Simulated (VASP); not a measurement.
# WSe2 in VASP: notebook

WSe2 is run at these levels: PBEsol; tasks: single point, relaxation of the atoms.

All numbers are computed with VASP 6.6.1; they aren't measurements. Logs are shortened: lines on timing, memory, paths and dates and some standing lists are left out, and cuts for length are marked.

**1. The cell of the first run**

The cell holds a slab with vacuum, 3 atoms: a = 3.270 Å, b = 3.270 Å, c = 17.328 Å, α = 90.00°, β = 90.00°, γ = 120.00°.

**2. Single point, PBEsol (strain along c alone, the other axes held: +4.0 %, then relaxed in part)**

The input, INCAR:

```
  PREC = Accurate
  ENCUT = 520
  EDIFF = 1E-6
  ISMEAR = 0
  SIGMA = 0.02
  LREAL = F
  LASPH = T
  NELM = 80
  ALGO = Normal
  ISIF = 2
  LWAVE = F
  LCHARG = F
  GGA = PS
  NBANDS = 20
```

The input, KPOINTS:

```
Automatic mesh
0
Gamma
  12 12 2
```

The input, POSCAR:

```
WSe2
1.0
    3.2702526708      0.0000000000      0.0000000000
   -1.6351263354      2.8321218897      0.0000000000
    0.0000000000      0.0000000000     17.3276655574
W Se
1 2
Direct
    0.0000000000      0.0000000000      0.0000000000
    0.3333333333      0.6666666667      0.0965338728
    0.3333333333      0.6666666667      0.9034661272
```

Potentials or basis: VASP PAW PBE potentials, release 64 (W_sv, Se).

Started as:

```bash
cat potpaw_PBE.64/W_sv/POTCAR potpaw_PBE.64/Se/POTCAR > POTCAR
mpirun -np 1 vasp_std > vasp.out
```

OUTCAR:

```text
PREC = Accurate
   ENCUT = 520
   EDIFF = 1E-6
   ISMEAR = 0
   LREAL = F
   LASPH = T
   NELM = 80
   ISIF = 2
   GGA = PS

 ion  position               nearest neighbor table
   1  0.000  0.000  0.000-   2 2.52   3 2.52   2 2.52   3 2.52   2 2.52   3 2.52
   2  0.333  0.667  0.097-   1 2.52   1 2.52   1 2.52
   3  0.333  0.667  0.903-   1 2.52   1 2.52   1 2.52

  LATTYP: Found a hexagonal cell.
 ALAT       =     3.2702526708
 C/A-ratio  =     5.2985708756

  Lattice vectors:

 A1 = (   3.2702526708,   0.0000000000,   0.0000000000)
 A2 = (  -1.6351263354,   2.8321218897,   0.0000000000)
 A3 = (   0.0000000000,   0.0000000000,  17.3276655574)

Analysis of symmetry for initial positions (statically):
=====================================================================
 Subroutine PRICEL returns:
 Original cell was already a primitive cell.

 Routine SETGRP: Setting up the symmetry group for a
 hexagonal supercell.

 Subroutine GETGRP returns: Found 12 space group operations
 (whereof 12 operations were pure point group operations)
 out of a pool of 24 trial point group operations.

The static configuration has the point symmetry D_3h.

Analysis of symmetry for dynamics (positions and initial velocities):
=====================================================================
 Subroutine PRICEL returns:
 Original cell was already a primitive cell.

 Routine SETGRP: Setting up the symmetry group for a
 hexagonal supercell.

 Subroutine GETGRP returns: Found 12 space group operations
 (whereof 12 operations were pure point group operations)
 out of a pool of 24 trial point group operations.

The dynamic configuration has the point symmetry D_3h.

 Subroutine INISYM returns: Found 12 space group operations
 (whereof 12 operations are pure point group operations),
 and found     1 'primitive' translations

----------------------------------------------------------------------------------------

                                     Primitive cell

  volume of cell :     160.4846

  direct lattice vectors                    reciprocal lattice vectors
     3.270252671  0.000000000  0.000000000     0.305786770  0.176546074  0.000000000
    -1.635126335  2.832121890  0.000000000     0.000000000  0.353092147  0.000000000
     0.000000000  0.000000000 17.327665557     0.000000000  0.000000000  0.057711179

  length of vectors
     3.270252671  3.270252671 17.327665557     0.353092147  0.353092147  0.057711179

  position of ions in fractional coordinates (direct lattice)
     0.000000000  0.000000000  0.000000000
     0.333333333  0.666666667  0.096533873
     0.333333333  0.666666667  0.903466127

  ion indices of the primitive-cell ions
   primitive index   ion index
                 1           1
                 2           2
                 3           3

----------------------------------------------------------------------------------------

 KPOINTS: Automatic mesh

Automatic generation of k-mesh.
 Grid dimensions read from file:
 generate k-points for:   12   12    2

 Generating k-lattice:

  Cartesian coordinates                     Fractional coordinates (reciprocal lattice)
     0.025482231  0.014712173  0.000000000     0.083333333  0.000000000  0.000000000
     0.000000000  0.029424346  0.000000000     0.000000000  0.083333333  0.000000000
     0.000000000  0.000000000  0.028855589     0.000000000  0.000000000  0.500000000

  Length of vectors
     0.029424346  0.029424346  0.028855589

  Shift w.r.t. Gamma in fractional coordinates (k-lattice)
     0.000000000  0.000000000  0.000000000

 Subroutine IBZKPT returns following result:
 ===========================================

 Found     38 irreducible k-points:

 Following reciprocal coordinates:
            Coordinates               Weight
  0.000000  0.000000  0.000000      1.000000
  0.083333 -0.000000  0.000000      6.000000
  0.166667 -0.000000  0.000000      6.000000
  0.250000 -0.000000  0.000000      6.000000
  0.333333  0.000000  0.000000      6.000000
  0.416667 -0.000000  0.000000      6.000000
[... 16 lines left out ...]
  0.250000 -0.000000  0.500000      6.000000
  0.333333  0.000000  0.500000      6.000000
 [... further k-points ...]
   k-points           NKPTS =     38   k-points in BZ     NKDIM =     38   number of bands    NBANDS=     20
   number of dos      NEDOS =    301   number of ions     NIONS =      3
   total plane-waves  NPLWV =  80640
   dimension x,y,z NGX =    24 NGY =   24 NGZ =  140
   dimension x,y,z NGXF=    48 NGYF=   48 NGZF=  280
   ions per type =               1   2
   NGX,Y,Z   is equivalent  to a cutoff of  12.20, 12.20, 13.43 a.u.
   NGXF,Y,Z  is equivalent  to a cutoff of  24.40, 24.40, 26.86 a.u.
 SYSTEM =  unknown system
   PREC   = accura    normal or accurate (medium, high low for compatibility)
   ISTART =      0    job   : 0-new  1-cont  2-samecut
   ICHARG =      2    charge: 1-file 2-atom 10-const
   ISPIN  =      1    spin polarized calculation?
   LNONCOLLINEAR =      F non collinear calculations
   LSORBIT =      F    spin-orbit coupling
   LASPH  =      T    aspherical Exc in radial PAW
   ENCUT  =  520.0 eV  38.22 Ry    6.18 a.u.   6.08  6.08 32.22*2*pi/ulx,y,z
   NELM   =     80;   NELMIN=  2; NELMDL= -5     # of ELM steps
   EDIFF  = 0.1E-05   stopping-criterion for ELM
   LREAL  =      F    real-space projection
   EDIFFG = 0.1E-04   stopping-criterion for IOM
   NSW    =      0    number of steps for IOM
   IBRION =     -1    ionic relax: 0-MD 1-quasi-New 2-CG
   NFREE  =      0    steps in history (QN), initial steepest desc. (CG)
   ISIF   =      2    stress and relaxation
   ISYM   =      2    0-nonsym 1-usesym 2-fastsym
   POTIM  = 0.5000    time-step for ionic-motion
   TEBEG  =    0.0;   TEEND  =   0.0 temperature during run
   PSTRESS=    0.0 pullay stress
   NELECT =      26.0000    total number of electrons
   NUPDOWN=      -1.0000    fix difference up-down
   EMIN   =  10.00;   EMAX   =-10.00  energy-range for DOS
   EFERMI =   0.00;   METHOD = LEGACY
   ISMEAR =     0;   SIGMA  =   0.02  broadening in eV -4-tet -1-fermi 0-gaus
   EFERMI_NEDOS =   21; number of points for ismear=-14 and -15
   IALGO  =     38    algorithm
   IMIX   =      4    mixing-type and parameters
     AMIX     =   0.40;   BMIX     =  1.00
     AMIX_MAG =   1.60;   BMIX_MAG =  1.00
[... 5 lines left out ...]
   LHFCALC =     F    Hartree Fock is set to
   AEXX    =    0.0000 exact exchange contribution
   IVDW    =     0    specifies the selected vdW correction
   LEPSILON=     F    determine dielectric tensor
   LRPA    =     F    only Hartree local field effects (RPA)
 non-spin polarized calculation
 Gauss-broadening in eV      SIGMA  =   0.02
  energy-cutoff  :      520.00
  volume of cell :      160.48
 maximum number of plane-waves:      4374
   NGX = 13   NGY = 13   NGZ = 65

 number of electron      25.9999997 magnetization

 Free energy of the ion-electron system (eV)
  ---------------------------------------------------
  ext. energy  EPLUGINS =         0.00000000
  ---------------------------------------------------
  free energy    TOTEN  =       -23.23496980 eV

  energy without entropy =      -23.23496980  energy(sigma->0) =      -23.23496980

 E-fermi :  -0.7925     XC(G=0):  -4.6632

 val. band max:       -0.9860398584   @ k =   0.3333   0.3333   0.5000
 cond. band min:       0.7025197584   @ k =   0.1667   0.1667   0.0000
 fundamental gap:      1.6885596168
 Fermi energy:        -0.7924776306

 k-point     1 :       0.0000    0.0000    0.0000
  band No.  band energies     occupation
      1     -74.9302      2.00000
      2     -39.1962      2.00000
      3     -39.0455      2.00000
      4     -39.0455      2.00000
      5     -15.8873      2.00000
      6     -14.5859      2.00000
[... 12 lines left out ...]
     19       3.9895      0.00000
     20       4.2908      0.00000

 k-point     2 :       0.0833   -0.0000    0.0000
  band No.  band energies     occupation
      1     -74.9295      2.00000
      2     -39.1929      2.00000
      3     -39.0626      2.00000
      4     -39.0495      2.00000
      5     -15.7790      2.00000
      6     -14.5317      2.00000
[... 12 lines left out ...]
     19       4.1317      0.00000
     20       4.6580      0.00000

 k-point     3 :       0.1667   -0.0000    0.0000
  band No.  band energies     occupation
      1     -74.9274      2.00000
      2     -39.1840      2.00000
      3     -39.1090      2.00000
      4     -39.0604      2.00000
      5     -15.4680      2.00000
      6     -14.3764      2.00000
[... 12 lines left out ...]
     19       4.5274      0.00000
     20       5.2801      0.00000

 k-point     4 :       0.2500   -0.0000    0.0000
  band No.  band energies     occupation
      1     -74.9245      2.00000
      2     -39.1718      2.00000
      3     -39.1717      2.00000
      4     -39.0752      2.00000
      5     -14.9991      2.00000
      6     -14.1446      2.00000
[... 12 lines left out ...]
     19       5.1264      0.00000
     20       5.7363      0.00000

 k-point     5 :       0.3333    0.0000    0.0000
  band No.  band energies     occupation
      1     -74.9217      2.00000
      2     -39.2337      2.00000
      3     -39.1595      2.00000
      4     -39.0900      2.00000
      5     -14.4577      2.00000
      6     -13.8839      2.00000
[... 12 lines left out ...]
     19       5.6602      0.00000
     20       5.7673      0.00000

 k-point     6 :       0.4167   -0.0000    0.0000
  band No.  band energies     occupation
      1     -74.9196      2.00000
      2     -39.2787      2.00000
      3     -39.1505      2.00000
      4     -39.1007      2.00000
      5     -13.9901      2.00000
      6     -13.6691      2.00000
[... 12 lines left out ...]
     19       5.9321      0.00000
     20       6.0197      0.00000

 k-point     7 :       0.5000   -0.0000    0.0000
  band No.  band energies     occupation
      1     -74.9189      2.00000
      2     -39.2950      2.00000
      3     -39.1472      2.00000
      4     -39.1047      2.00000
      5     -13.7967      2.00000
      6     -13.5840      2.00000
[... 12 lines left out ...]
     19       6.0948      0.00000
     20       6.1777      0.00000
[... 277 lines left out ...]
 k-point    20 :       0.0000    0.0000    0.5000
  band No.  band energies     occupation
      1     -74.9302      2.00000
      2     -39.1962      2.00000
      3     -39.0455      2.00000
      4     -39.0455      2.00000
      5     -15.8873      2.00000
      6     -14.5859      2.00000
[... 12 lines left out ...]
     19       3.7550      0.00000
     20       4.5998      0.00000

 k-point    21 :       0.0833   -0.0000    0.5000
  band No.  band energies     occupation
      1     -74.9295      2.00000
      2     -39.1929      2.00000
      3     -39.0626      2.00000
      4     -39.0495      2.00000
      5     -15.7790      2.00000
      6     -14.5317      2.00000
[... 12 lines left out ...]
     19       3.8942      0.00000
     20       5.0024      0.00000

 k-point    22 :       0.1667   -0.0000    0.5000
  band No.  band energies     occupation
      1     -74.9274      2.00000
      2     -39.1840      2.00000
      3     -39.1090      2.00000
      4     -39.0604      2.00000
      5     -15.4680      2.00000
      6     -14.3764      2.00000
[... 12 lines left out ...]
     19       4.2926      0.00000
     20       5.6998      0.00000

 k-point    23 :       0.2500   -0.0000    0.5000
  band No.  band energies     occupation
      1     -74.9245      2.00000
      2     -39.1718      2.00000
      3     -39.1717      2.00000
      4     -39.0752      2.00000
      5     -14.9991      2.00000
      6     -14.1446      2.00000
[... 12 lines left out ...]
     19       4.9131      0.00000
     20       6.2550      0.00000

 k-point    24 :       0.3333    0.0000    0.5000
  band No.  band energies     occupation
      1     -74.9217      2.00000
      2     -39.2337      2.00000
      3     -39.1595      2.00000
      4     -39.0899      2.00000
      5     -14.4577      2.00000
      6     -13.8839      2.00000
[... 12 lines left out ...]
     19       5.6522      0.00000
     20       5.7366      0.00000

 [... further k-points ...]
[... 5 lines left out ...]
  --------------------------------------------------------------------------------------
  -------------------------------------------------------------------------------------
  Total        0.1388019      0.1388019      0.1940442      0.0000000      0.0000000      0.0000000
  in kB        1.3857111      1.3857111      1.9372152      0.0000000      0.0000000      0.0000000
  external PRESSURE =       1.5695458 kB  Pullay stress =       0.0000000 kB

 VOLUME and BASIS-vectors are now :
 -----------------------------------------------------------------------------
  energy-cutoff  :      520.00
  volume of cell :      160.48
      direct lattice vectors                 reciprocal lattice vectors
     3.270252671  0.000000000  0.000000000     0.305786770  0.176546074  0.000000000
    -1.635126335  2.832121890  0.000000000     0.000000000  0.353092147  0.000000000
     0.000000000  0.000000000 17.327665557     0.000000000  0.000000000  0.057711179

 POSITION                                       TOTAL-FORCE (eV/Angst)
 -----------------------------------------------------------------------------------
      0.00000      0.00000      0.00000         0.000000     -0.000000      0.000000
     -0.00000      1.88808      1.67271        -0.000000     -0.000000      0.061552
     -0.00000      1.88808     15.65496         0.000000      0.000000     -0.061552
 -----------------------------------------------------------------------------------
    total drift:                                0.000000     -0.000000     -0.000000

  FREE ENERGIE OF THE ION-ELECTRON SYSTEM (eV)
  ---------------------------------------------------
  free  energy   TOTEN  =       -23.2349697992 eV

  energy  without entropy=      -23.2349697992  energy(sigma->0) =      -23.23496980
```

Wall time 65 s (1 thread of Intel Xeon 6975P-C (Granite Rapids), shared host); peak memory 0.33 GiB.

What came out:

```
Free energy            : -23.2350 eV
Largest force          : 0.062 eV/Å
Band gap on the k mesh : 1.69 eV
```

Forces in eV/Å, atoms in the order of the input:
```
W    0.000  0.000  0.000
Se   0.000  0.000  0.062
Se   0.000  0.000 -0.062
```

Levels at points of the mesh, in eV from the valence-band top:
```tsv
k point	band 10	band 11	band 12	band 13	band 14	band 15	band 16	band 17
(0.00, 0.00, 0.00)	-2.25	-1.18	-1.18	-0.41	3.06	3.06	3.26	3.26
(0.50, 0.00, 0.00)	-3.00	-2.18	-1.02	-0.85	2.53	2.86	3.76	4.45
(0.00, 0.00, 0.50)	-2.25	-1.18	-1.18	-0.41	3.06	3.06	3.26	3.26
(0.50, 0.00, 0.50)	-3.00	-2.18	-1.02	-0.85	2.53	2.86	3.76	4.45
```

Caveat: the cell differs from its parent crystal (strain along c alone, the other axes held: +4.0 %, then relaxed in part); the PAW data sets were made with another functional, which shifts forces and pressure a little; spin-orbit coupling is left out, which moves the levels of the heavy elements.

**3. Single point, PBEsol (strain along c alone, the other axes held: +6.0 %, then relaxed in part)**

The input, INCAR:

```
SYSTEM = WSe2
  PREC = Accurate
  ENCUT = 520
  EDIFF = 1E-7
  ISMEAR = 0
  SIGMA = 0.02
  LREAL = .FALSE.
  LASPH = .TRUE.
  NELM = 100
  ALGO = Normal
  ISIF = 2
  LWAVE = .FALSE.
  LCHARG = .TRUE.
  GGA = PS
  LELF = .TRUE.
  LVHAR = .TRUE.
  NBANDS = 20
```

The input, KPOINTS:

```
Automatic mesh
0
G
  12 12 2
  0 0 0
```

The input, POSCAR:

```
WSe2
1.0
    3.2702526708      0.0000000000      0.0000000000
   -1.6351263354      2.8321218897      0.0000000000
    0.0000000000      0.0000000000     17.6608898950
W Se
1 2
Direct
    0.0000000000      0.0000000000      0.0000000000
    0.3333333333      0.6666666667      0.0947124483
    0.3333333333      0.6666666667      0.9052875517
```

Potentials or basis: VASP PAW PBE potentials, release 64 (W_sv, Se).

Started as:

```bash
cat potpaw_PBE.64/W_sv/POTCAR potpaw_PBE.64/Se/POTCAR > POTCAR
mpirun -np 1 vasp_std > vasp.out
```

It took 74 s on 1 thread of Intel Xeon 6975P-C (Granite Rapids), shared host; peak memory 0.33 GiB.

The run converged. Its results:

| Quantity | Value |
| --- | --- |
| Free energy | -23.2350 eV |
| Largest force | 0.061 eV/Å |
| Band gap on the k mesh | 1.69 eV |

Forces on the atoms (eV/Å):
```
W    0.000  0.000  0.000
Se   0.000  0.000  0.061
Se   0.000  0.000 -0.061
```

Levels at points of the mesh, in eV from the valence-band top:
```tsv
k point	band 9	band 10	band 11	band 12	band 13	band 14	band 15	band 16	band 17	band 18
(0.00, 0.00, 0.00)	-2.34	-2.25	-1.18	-1.18	-0.41	3.06	3.06	3.26	3.26	4.38
(0.50, 0.00, 0.00)	-4.25	-3.00	-2.18	-1.02	-0.85	2.53	2.86	3.76	4.45	4.53
(0.00, 0.00, 0.50)	-2.34	-2.25	-1.18	-1.18	-0.41	3.06	3.06	3.26	3.26	4.43
(0.50, 0.00, 0.50)	-4.25	-3.00	-2.18	-1.02	-0.85	2.53	2.86	3.76	4.45	4.53
```

Caveat: the cell differs from its parent crystal (strain along c alone, the other axes held: +6.0 %, then relaxed in part); the PAW data sets were made with another functional, which shifts forces and pressure a little; spin-orbit coupling is left out, which moves the levels of the heavy elements.

**4. Relaxation of the atoms, PBEsol (strain along c alone, the other axes held: -4.0 %)**

The input, INCAR:

```
PREC = Accurate
ENCUT = 520
EDIFF = 1E-6
ISMEAR = 0
SIGMA = 0.02
LREAL = False
LASPH = True
NELM = 60
ALGO = Normal
ISIF = 2
LWAVE = False
LCHARG = False
GGA = PS
IBRION = 2
NSW = 60
EDIFFG = -0.008
```

The input, KPOINTS:

```
regular mesh
0
Gamma
  12 12 2
```

The input, POSCAR:

```
WSe2
1.0
    3.2702526708      0.0000000000      0.0000000000
   -1.6351263354      2.8321218897      0.0000000000
    0.0000000000      0.0000000000     15.9947682068
W Se
1 2
Direct
    0.0000000000      0.0000000000      0.0000000000
    0.3333333333      0.6666666667      0.1024602412
    0.3333333333      0.6666666667      0.8975397588
```

Started as:

```bash
cat potpaw_PBE.64/W_sv/POTCAR potpaw_PBE.64/Se/POTCAR > POTCAR
mpirun -np 1 vasp_std > vasp.out
```

It took 96 s on 1 thread of Intel Xeon 6975P-C (Granite Rapids), shared host; peak memory 0.31 GiB.

It converged, with:

| Item | Value |
| --- | --- |
| Free energy | -23.2351 eV |
| Energy gained by relaxing | 8.6 meV/atom |
| Ionic steps | 3 |
| Band gap on the k mesh | 1.68 eV (least direct gap 1.70 eV) |

Step by step:
```tsv
step	energy change (eV)	largest force (eV/Å)	pressure (GPa)
1	0.0000	0.7008	1.51
2	-0.0254	0.0628	0.18
3	-0.0257	0.0007	0.05
```

Final structure:
```yaml
crystal:
  lattice:
    - [3.27025, 0.00000, 0.00000]
    - [-1.63513, 2.83212, 0.00000]
    - [0.00000, 0.00000, 15.99477]
  atoms:
    - { symbol: W, position: [0.00000, 0.00000, 0.00000] }
    - { symbol: Se, position: [0.33333, 0.66667, 0.10479] }
    - { symbol: Se, position: [0.33333, 0.66667, 0.89521] }
```

Levels at points of the mesh, in eV from the valence-band top:
```csv
k point,band 10,band 11,band 12,band 13,band 14,band 15,band 16,band 17
"(0.00, 0.00, 0.00)",-2.26,-1.16,-1.16,-0.43,3.06,3.06,3.25,3.25
"(0.50, 0.00, 0.00)",-2.99,-2.19,-1.03,-0.84,2.53,2.85,3.75,4.45
"(0.00, 0.00, 0.50)",-2.26,-1.16,-1.16,-0.43,3.06,3.06,3.25,3.25
"(0.50, 0.00, 0.50)",-2.99,-2.19,-1.03,-0.84,2.53,2.85,3.75,4.45
```

Caveat: the cell differs from its parent crystal (strain along c alone, the other axes held: -4.0 %); the PAW data sets were made with another functional, which shifts forces and pressure a little; spin-orbit coupling is left out, which moves the levels of the heavy elements.

**5. Summary**

| task | cell | gap on the mesh (eV) | largest force (eV/Å) |
| --- | --- | --- | --- |
| single point | a = 3.270, b = 3.270, c = 17.328 Å, angles 90.0, 90.0, 120.0°, 3 atoms, atomic positions A | 1.69 | 0.06 |
| single point | a = 3.270, b = 3.270, c = 17.661 Å, angles 90.0, 90.0, 120.0°, 3 atoms, atomic positions B | 1.69 | 0.06 |
| relaxation of the atoms | atoms relaxed from a = 3.270, b = 3.270, c = 15.995 Å, angles 90.0, 90.0, 120.0°, 3 atoms, atomic positions C | 1.68 | - |

Alike in all rows: level PBEsol; potentials or basis VASP PAW PBE potentials, release 64 (W_sv, Se); no spin polarisation; k mesh 12 × 12 × 2; cutoff (eV) 520; smearing gaussian 0.02 eV.

Caveats: the PAW data sets were made with another functional, which shifts forces and pressure a little; spin-orbit coupling is left out, which moves the levels of the heavy elements.

Absolute energies hang on the potentials; compare differences alone.
